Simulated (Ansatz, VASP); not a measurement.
## YGaC4N4 in VASP and in Ansatz

INCAR

```
ALGO = Normal
EDIFF = 1E-6
ENCUT = 520
GGA = PE
ISIF = 2
ISMEAR = 0
ISPIN = 2
LASPH = T
LCHARG = F
LMAXMIX = 4
LORBIT = 11
LREAL = F
LWAVE = F
MAGMOM = 0 0 1 1 1 1 1 1 1 1
NBANDS = 45
NELM = 150
PREC = Accurate
SIGMA = 0.1
```

File KPOINTS:

```
k-points
0
Gamma
  4 4 4
```

File POSCAR:

```
YGaC4N4
1.0
    6.3009699728      0.0000000000      0.0000000000
    0.0000000000      6.3009699728      0.0000000000
    0.0000000000      0.0000000000      6.3009699728
Y Ga C N
1 1 4 4
Direct
    0.0000000000      0.0000000000      0.0000000000
    0.5000000000      0.5000000000      0.5000000000
    0.2194471810      0.2194471810      0.2194471810
    0.2194471810      0.7805528190      0.7805528190
    0.7805528190      0.2194471810      0.7805528190
    0.7805528190      0.7805528190      0.2194471810
    0.3279839538      0.3279839538      0.3279839538
    0.3279839538      0.6720160462      0.6720160462
    0.6720160462      0.3279839538      0.6720160462
    0.6720160462      0.6720160462      0.3279839538
```

Input for Ansatz:

```yaml
crystal:
  lattice:
    - [6.3009699728, 0.0, 0.0]
    - [0.0, 6.3009699728, 0.0]
    - [0.0, 0.0, 6.3009699728]
  atoms:
    - { symbol: "Y", position: [0.0, 0.0, 0.0] }
    - { symbol: Ga, position: [0.5, 0.5, 0.5] }
    - { symbol: C, position: [0.219447181, 0.219447181, 0.219447181], spin: 1.0 }
    - { symbol: C, position: [0.219447181, 0.780552819, 0.780552819], spin: 1.0 }
    - { symbol: C, position: [0.780552819, 0.219447181, 0.780552819], spin: 1.0 }
    - { symbol: C, position: [0.780552819, 0.780552819, 0.219447181], spin: 1.0 }
    - { symbol: "N", position: [0.3279839538, 0.3279839538, 0.3279839538], spin: 1.0 }
    - { symbol: "N", position: [0.3279839538, 0.6720160462, 0.6720160462], spin: 1.0 }
    - { symbol: "N", position: [0.6720160462, 0.3279839538, 0.6720160462], spin: 1.0 }
    - { symbol: "N", position: [0.6720160462, 0.6720160462, 0.3279839538], spin: 1.0 }
basis:
  ecutwfc: 420
kpoints:
  mp_grid: { grid: [4, 4, 4] }
hamiltonian:
  xc: pbe
scf:
  occupations: { method: gaussian, width: 0.1 }
  lower_state_search: "off"
output:
  forces: true
  stress: true
  eigenvalues: true
  populations: true
magnetization:
  spin_polarized: true
```

Alike in both runs: task single point; functional PBE; k mesh 4 × 4 × 4; occupations gaussian, width 0.1 eV; collinear spin.

```csv
,VASP,Ansatz
version,VASP 6.6.1,Ansatz 0.2.0
potentials or method,"VASP PAW PBE potentials, release 64 (Y_sv, Ga_d, C, N), cutoff 520 eV","scalar-relativistic, plane waves, PAW"
valence electrons in the cell,60,60
```

|  | VASP | Ansatz | Ansatz less VASP |
| --- | --- | --- | --- |
| gap on the k mesh at the Fermi level (eV) | none | none | - |
| pressure (GPa) | 0.5 | 0.3 | -0.16 |
| rms of the force components (eV/Å) | 0.114 | 0.055 | -0.0594 |
| net moment per atom (μB) | 0.19 | 0.19 | 0.000 |
| size of the moment on the site where the two differ most (μB) | 0.59 | 0.28 | -0.305 |

Site moments also hang on the region over which each program counts them. Atom by atom the forces differ by 0.169 eV/Å (rms over components). A gap of «none» marks a metal or a gap that the smearing closes. One of these differences is far larger than is usual between the two programs; its cause wasn't traced.

Noted on VASP's run: the standard files for N, O and F lose accuracy on very short bonds.
